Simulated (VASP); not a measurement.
A run of VASP 6.6.1:

INCAR

```
PREC = Accurate ; ENCUT = 520
EDIFF = 1E-7 ; ISMEAR = 0
SIGMA = 0.01 ; LREAL = False
LASPH = True ; NELM = 80
ALGO = Normal ; ISIF = 2
LWAVE = False ; LCHARG = True
GGA = PE ; LELF = True
LVHAR = True ; NBANDS = 16
```

KPOINTS

```
regular mesh
0
Gamma
  6 6 6
```

POSCAR

```
SiC3
1.0
    1.4154339591      0.8172011773      4.6700734309
   -1.4154339591      0.8172011773      4.6700734309
    0.0000000000     -1.6344023546      4.6700734309
C Si
3 1
Direct
    1.0082378925      0.0082378925      0.0082378925
    0.4889604675      0.4889604675      0.4889604675
    0.3791724032      0.3791724032      0.3791724032
    0.8736292368      0.8736292368      0.8736292368
```

Potentials or basis: VASP PAW PBE potentials, release 64 (C, Si).

Command:

```console
$ cat potpaw_PBE.64/C/POTCAR potpaw_PBE.64/Si/POTCAR > POTCAR
$ mpirun -np 1 vasp_std > vasp.out
```

Hardware: 1 thread of Intel Xeon 8259CL, on a shared host.

**Question.** How long does it take, and how much memory?

**Answer.** It took 45 s on 1 thread of Intel Xeon 8259CL, with other jobs on the host, peak memory 0.22 GiB. Counts: scf iterations 14, k points 32.
